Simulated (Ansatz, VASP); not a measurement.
# CdS: VASP beside Ansatz

```xyz
2
Lattice="4.2612 0.0000 0.0000 -2.1306 3.6903 0.0000 0.0000 0.0000 5.8042" Properties=species:S:1:pos:R:3 pbc="T T T"
Cd    0.0000    0.0000    2.5694
S     2.1306    1.2301    2.5208
```

Alike in both runs: task single point; functional HSE06; k mesh 2 × 2 × 1; no spin polarisation.

```csv
,VASP,Ansatz
version,VASP 6.6.1,Ansatz 0.2.0
potentials or method,"VASP PAW PBE potentials, release 64 (Cd, S), cutoff 400 eV","plane waves, PAW"
occupations,"gaussian, width 0.01 eV",fixed
valence electrons in the cell,18,26
```

VASP gave:

| Item | Value |
| --- | --- |
| gap on the k mesh at the Fermi level (eV) | 2.51 |

Task: What did Ansatz give for the same quantities?

Result: gap on the k mesh at the Fermi level (eV): 2.47.

VASP's potentials hold 18 valence electrons a cell and Ansatz's 26, so a difference there can come from the potentials and not from the codes.

The k mesh is coarse, so the values compare programs but aren't converged.
